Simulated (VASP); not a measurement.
SiN: single point with PBE

The system is SiN.

```
CELL_PARAMETERS angstrom
0.00000 2.12847 2.12847
2.12847 0.00000 2.12847
2.12847 2.12847 0.00000
ATOMIC_POSITIONS crystal
Si 0.00000 0.00000 0.00000
N 0.50000 0.50000 0.50000
```

```
Program             : VASP 6.6.1
Task                : single point
Functional          : PBE
Potentials or basis : VASP PAW PBE potentials, release 64 (Si, N)
Cutoff              : 520 eV
k mesh              : 10 × 10 × 10
Occupations         : gaussian, width 0.1 eV
Spin                : no spin polarisation
```

The pressure is 0.1 GPa.

Levels at points of the mesh, in eV from the Fermi level:
```csv
k point,band 1,band 2,band 3,band 4,band 5,band 6,band 7,band 8,band 9,band 10
"(0.00, 0.00, 0.00)",-20.49,-3.94,-3.94,-3.94,-2.18,7.51,7.51,7.51,8.70,8.70
"(0.50, 0.00, 0.00)",-17.42,-12.40,-4.52,-4.52,0.40,3.26,3.26,4.44,9.92,14.35
"(0.50, 0.50, 0.00)",-16.56,-10.71,-6.66,-6.66,-4.45,1.75,7.66,8.75,8.75,16.40
```

It took 7.1 s on 1 thread of Intel(R) Xeon(R) Platinum 8259CL CPU @ 2.50GHz (Skylake/Cascade Lake) (shared host), peak memory 0.13 GiB.
